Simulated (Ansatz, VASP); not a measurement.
Two plane-wave programs on CsAl3

```
CELL_PARAMETERS angstrom
4.79032 0.00000 0.00000
0.00000 4.79032 0.00000
0.00000 0.00000 4.79032
ATOMIC_POSITIONS crystal
Cs 0.00000 0.00000 0.00000
Al 0.00000 0.50000 0.50000
Al 0.50000 0.00000 0.50000
Al 0.50000 0.50000 0.00000
```

Alike in both runs: functional PBE; k mesh 4 × 4 × 4; occupations gaussian, width 0.1 eV; no spin polarisation.

Ansatz relaxed the structure, and its values are those at the end. VASP's run is a single point on that final structure, the one shown.

|  | VASP | Ansatz |
| --- | --- | --- |
| version | VASP 6.6.1 | Ansatz 0.2.0 |
| potentials or method | VASP PAW PBE potentials, release 64 (Cs_sv, Al), cutoff 520 eV | scalar-relativistic, plane waves, PAW |
| valence electrons in the cell | 18 | 18 |

```tsv
	VASP	Ansatz	Ansatz less VASP
gap on the k mesh at the Fermi level (eV)	none	none	-
pressure (GPa)	0.2	0.2	-0.02
```

A gap of «none» marks a metal or a gap that the smearing closes. The functional is the same, so the differences come from potentials, cutoffs and numerics.

Neither program's run includes spin-orbit coupling.
